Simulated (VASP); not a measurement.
Runs of VASP 6.6.1 on TaN. The structure is that of space group Pm-3m (No. 221), or close to it. The cells are those of the table. 

| task | level | potentials or basis | spin | cell | k mesh | cutoff (eV) | grid for exact exchange (PRECFOCK) | share of exact exchange | screening parameter | second try | gap on the mesh (eV) | pressure (GPa) |
| --- | --- | --- | --- | --- | --- | --- | --- | --- | --- | --- | --- | --- |
| single point | PBEsol-based screened hybrid with 25 % exact exchange | VASP PAW PBE potentials, release 64 (Ta_pv, N) | off | a = 2.732 Å, 2 atoms | 5 × 5 × 5 | 520 | Normal | 0.25 | 0.207 1/Å | - | none | -8.1 |
| relaxation of cell and atoms | PBE-based screened hybrid with 25 % exact exchange | VASP PAW PBE potentials, release 64 (Ta_pv, N) | off | relaxed from a = 2.732 Å, 2 atoms | 5 × 5 × 5 | 600 | Normal | 0.25 | 0.3 1/Å | - | none | 0.1 |
| single point | PBE0 | VASP PAW PBE potentials, release 64 (Ta_pv, N) | off | a = 2.732 Å, 2 atoms | 5 × 5 × 5 | 640 | Normal | 0.25 | - | not_converged | none | -1.3 |
| single point | PBEsol | VASP PAW PBE potentials, release 64 (Ta_sv_GW, N) | non-collinear, zero start, SOC | a = 2.732 Å, 2 atoms | 10 × 10 × 10 | 700 | - | - | - | - | - | -4.6 |
| single point | B3LYP | VASP PAW PBE potentials, release 64 (Ta_pv, N) | off | a = 2.763 Å, 2 atoms | 5 × 5 × 5 | 520 | Normal | 0.2 | - | - | none | (a) |

Alike in all rows: smearing fermi-dirac 0.05 eV.

Question: Estimate the missing entries.

Answer: (a) 0.6.

Caveats: some runs use coarse meshes; the PAW data sets were made with another functional, which shifts forces and pressure a little; spin-orbit coupling is left out, which moves the levels of the heavy elements (at least some runs); the cell stands under tension (at least some runs).

A k mesh can miss the band edges, and rows without SOC leave out spin-orbit coupling on Ta.

A gap of «none» marks levels without a gap at the run's occupations.

The runs don't all hold the same shells in valence.
